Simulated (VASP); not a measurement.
## Tm2MgC2: single point with PBE

The system is Tm2MgC2.

```
CELL_PARAMETERS angstrom
-2.61381 2.61381 3.15474
2.61381 -2.61381 3.15474
2.61381 2.61381 -3.15474
ATOMIC_POSITIONS crystal
Tm 0.75000 0.25000 0.50000
Tm 0.25000 0.75000 0.50000
Mg 0.00000 0.00000 0.00000
C 0.39366 0.39366 0.00000
C 0.60634 0.60634 0.00000
```

The cell was built from a structure type or drawn by symmetry, and may not be a known phase.

```yaml
Program: VASP 6.6.1
Task: single point
Functional: PBE
Potentials_or_basis: VASP PAW PBE potentials, release 64 (Tm_3, Mg, C), 4f in core
Cutoff: 600 eV
k_mesh: 4 × 4 × 4
Occupations: gaussian, width 0.2 eV
Spin: no spin polarisation
```

- Pressure: 0.6 GPa
- Largest force: 0.105 eV/Å
- Band gap on the k mesh: zero (bands 14 and 15 overlap by 1.11 eV)

Forces on the atoms (eV/Å):
```
Tm   0.000  0.000  0.000
Tm   0.000  0.000  0.000
Mg   0.000  0.000  0.000
C    0.000  0.000 -0.105
C    0.000  0.000  0.105
```

Stress tensor (GPa, compression positive):
```
0.48 0.00 0.00
0.00 0.48 0.00
0.00 0.00 0.96
```

Levels at points of the mesh, in eV from the Fermi level:
```tsv
k point	band 10	band 11	band 12	band 13	band 14	band 15	band 16	band 17	band 18	band 19
(0.00, 0.00, 0.00)	-4.42	-4.42	-1.99	-0.66	0.14	0.14	1.01	1.01	2.49	3.61
(0.50, 0.00, 0.00)	-4.50	-4.38	-1.54	-1.25	-0.67	0.86	1.15	1.75	2.16	2.28
(0.50, 0.50, 0.00)	-4.73	-4.20	-1.79	-1.72	-0.56	0.33	0.84	1.40	1.72	3.00
(0.50, 0.50, 0.50)	-4.38	-4.38	-1.27	-0.49	0.64	0.64	0.91	1.95	1.95	3.05
```

Run time: 35 s on 1 thread of Intel(R) Xeon(R) Platinum 8259CL CPU @ 2.50GHz (Skylake/Cascade Lake), on a shared host, peak memory 0.25 GiB.

Caveat: the k points lie up to 0.39 Å⁻¹ apart, too coarse for converged energies and pressures of a metal; spin-orbit coupling is left out, which moves the levels of the heavy elements; the 4f electrons are frozen in the core, so they carry no moment and show no levels. Spin polarisation is off, so any magnetic state and its effect on volume and gap are missing.
